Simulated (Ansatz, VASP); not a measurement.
Two plane-wave programs on BN

```
B N
1.0
     0.00000    1.80483    1.80483
     1.80483    0.00000    1.80483
     1.80483    1.80483    0.00000
B N
1 1
Cartesian
  0.0000 0.0000 0.0000
  0.9024 0.9024 0.9024
```

Alike in both runs: task single point; functional HSE06; k mesh 6 × 6 × 6; no spin polarisation.

|  | VASP | Ansatz |
| --- | --- | --- |
| version | VASP 6.6.1 | Ansatz 0.2.0 |
| potentials or method | VASP PAW PBE potentials, release 64 (B, N) | plane waves |
| plane-wave cutoff (eV) | 520 | 420 |
| occupations | gaussian, width 0.01 eV | fixed |
| valence electrons in the cell | 8 | 8 |

VASP gave:

| Quantity | Value |
| --- | --- |
| gap on the k mesh at the Fermi level (eV) | 5.78 |
| pressure (GPa) | -3.9 |

Q: Which values does Ansatz return?

A: gap on the k mesh at the Fermi level (eV): 5.80; pressure (GPa): -4.4.

Ansatz's warnings: stress exchange threshold loose, stress scf threshold loose.

The k mesh is coarse, so the values compare programs but aren't converged.
